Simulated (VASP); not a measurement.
Runs of VASP 6.6.1 on LiF. The structure is that of space group Fm-3m (No. 225), or close to it. The cells are those of the table. 

| level | potentials or basis | cell | gap on the mesh (eV) |
| --- | --- | --- | --- |
| PBE | VASP PAW PBE potentials, release 64 (Li_sv, F) | a = 2.818 Å, angles 60.0°, 2 atoms | 9.39 |
| LDA | VASP PAW LDA potentials, release 64 (Li_sv, F) | a = 2.876 Å, angles 60.0°, 2 atoms | 8.57 |
| PBE | VASP PAW PBE potentials, release 64 (Li_sv, F) | a = 2.905 Å, angles 60.0°, 2 atoms | 8.58 |
| PBE | VASP PAW PBE potentials, release 64 (Li_sv, F) | a = 2.876 Å, angles 60.0°, 2 atoms | (a) |
| PBE | VASP PAW PBE potentials, release 64 (Li_sv, F) | a = 2.933 Å, angles 60.0°, 2 atoms | 8.35 |
| PBE | VASP PAW PBE potentials, release 64 (Li_sv, F) | a = 2.756 Å, angles 60.0°, 2 atoms | (b) |
| PBE | VASP PAW PBE potentials, release 64 (Li_sv, F) | a = 2.969 Å, angles 60.0°, 2 atoms | (c) |
| r2SCAN | VASP PAW PBE potentials, release 64 (Li_sv, F) | a = 2.876 Å, angles 60.0°, 2 atoms | 9.98 |

Alike in all rows: task single point; no spin polarisation; k mesh 10 × 10 × 10; cutoff (eV) 520; smearing gaussian 0.02 eV.

**Question.** Fill in the values left out.

**Answer.** (a) 8.83; (b) 10.02; (c) 8.06.

A k mesh can miss the band edges.
